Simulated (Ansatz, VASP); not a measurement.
# One calculation of Ni, two programs

The input INCAR:

```
SYSTEM = Ni
PREC     = Accurate       ! precision mode
ENCUT    = 520            ! plane-wave cutoff, eV
EDIFF    = 1E-6           ! SCF threshold, eV
ISMEAR   = -1             ! smearing method
SIGMA    = 0.05           ! smearing width, eV
LREAL    = .False.        ! projectors in reciprocal space
LASPH    = .True.         ! aspherical terms in the spheres
NELM     = 150            ! most SCF steps
ALGO     = Normal         ! electronic algorithm
ISIF     = 2              ! what is computed and relaxed
LWAVE    = .False.        ! write WAVECAR
LCHARG   = .True.         ! write CHGCAR
ISPIN    = 2              ! spin polarisation
MAGMOM   = 1 -1           ! initial moments
LORBIT   = 11             ! projections on sites
LMAXMIX  = 4              ! l up to which the mixer works
GGA      = CA             ! functional
LELF     = .True.         ! ELF
LVHAR    = .True.       
NBANDS   = 21             ! bands
```

KPOINTS

```
regular mesh
0
Gamma
  16 16 9
  0 0 0
```

The input POSCAR:

```
Ni
1.0
    2.4480230000      0.0000000000      0.0000000000
   -1.2240110000      2.1200500000      0.0000000000
    0.0000000000      0.0000000000      4.0049278667
Ni
2
Direct
    0.3333333333      0.6666666667      0.2500000000
    0.6666666667      0.3333333333      0.7500000000
```

Input for Ansatz:

```yaml
crystal:
  lattice:
    - [2.448023, 0.0, 0.0]
    - [-1.224011, 2.12005, 0.0]
    - [0.0, 0.0, 4.004927866666667]
  atoms:
    - { symbol: Ni, position: [0.3333333333333333, 0.6666666666666666, 0.25], spin: 1.0 }
    - { symbol: Ni, position: [0.6666666666666666, 0.3333333333333333, 0.75], spin: -1.0 }
basis:
  ecutwfc: 450.0
kpoints:
  mp_grid:
    grid: [16, 16, 9]
hamiltonian:
  xc: lda
magnetization:
  spin_polarized: true
scf:
  occupations:
    method: fermi_dirac
    width: 0.05
output:
  stress: true
```

Alike in both runs: task single point; functional LDA; k mesh 16 × 16 × 9; occupations fermi-dirac, width 0.05 eV; collinear spin.

|  | VASP | Ansatz |
| --- | --- | --- |
| version | VASP 6.6.1 | Ansatz 0.2.0 |
| potentials or method | VASP PAW LDA potentials, release 64 (Ni), cutoff 520 eV | plane waves, PAW |
| valence electrons in the cell | 20 | 36 |

Ansatz gave:

```
pressure (GPa)                                                : -7.7
traceless stress, the component that is largest in VASP (GPa) : 0.80
net moment per atom (μB)                                      : 0.59
size of the moment on the site where the two differ most (μB) : 0.61
```

Question: Which values does VASP return?

Answer: Pressure (GPa): -8.4; traceless stress, the component that is largest in VASP (GPa): 1.24; net moment per atom (μB): 0.00; size of the moment on the site where the two differ most (μB): 0.00.

The net moments are unlike, so the other rows may belong to different states. LDA's correlation is that of Perdew and Zunger in VASP and of Perdew and Wang (1992) in Ansatz. Site moments also hang on the region over which each program counts them. VASP's potentials hold 20 valence electrons a cell and Ansatz's 36, so a difference there can come from the potentials and not from the codes. Ansatz's warnings: seeded moment not kept.
